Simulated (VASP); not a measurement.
Here is a VASP 6.6.1 calculation.

Contents of INCAR:

```
PREC = Accurate
ENCUT = 520
EDIFF = 1E-7
ISMEAR = -1
SIGMA = 0.05
LREAL = False
LASPH = True
NELM = 80
ALGO = Normal
ISIF = 2
LWAVE = False
LCHARG = False
GGA = CA
NBANDS = 16
```

KPOINTS

```
Automatic mesh
0
Gamma
  10 10 10
```

Contents of POSCAR:

```
KIr
1.0
    3.4457357822      0.0000000000      0.0000000000
    0.0000000000      3.4457357822      0.0000000000
    0.0000000000      0.0000000000      3.4457357822
K Ir
1 1
Direct
    0.0000000000      0.0000000000      0.0000000000
    0.5000000000      0.5000000000      0.5000000000
```

Potentials or basis: VASP PAW LDA potentials, release 64 (K_sv, Ir).

Command:

```console
$ cat potpaw_LDA.64/K_sv/POTCAR potpaw_LDA.64/Ir/POTCAR > POTCAR
$ mpirun -np 1 vasp_std > vasp.out
```

Question: Estimate the band gap on the k mesh.

Answer: Zero (bands 9 and 10 overlap by 1.32 eV).

Question: Estimate the pressure.

Answer: 0.5 GPa.

Caveat: spin-orbit coupling is left out, which moves the levels of the heavy elements.
